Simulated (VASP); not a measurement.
The system is MgO.

```xyz
2
Lattice="-0.0373 2.1069 2.1069 2.1069 -0.0373 2.1069 2.1069 2.1069 -0.0373" Properties=species:S:1:pos:R:3 pbc="T T T"
Mg    0.0000    0.0000    0.0000
O     2.0883    2.0883    2.0883
```

This cell differs from its parent crystal: epitaxial 111 strain +2.0%.

Base run:

```yaml
Program: VASP 6.6.1
Functional: r2SCAN
Potentials_or_basis: VASP PAW PBE potentials, release 64 (Mg, O)
Cutoff: 520 eV
k_mesh: 10 × 10 × 10
Occupations: gaussian, width 0.01 eV
Spin: no spin polarisation
```

Its results: band gap on the k mesh 5.19 eV, direct; pressure -6.3 GPa.

**Question.** The run is repeated on the same cell with these changes: functional from r2SCAN to PBE; occupations from gaussian, width 0.01 eV to fermi-dirac, width 0.02 eV. What comes out?

**Answer.** Band gap on the k mesh 4.33 eV, direct; pressure -0.4 GPa.

Caveats: the PAW data sets were made with another functional, which shifts forces and pressure a little (some runs).

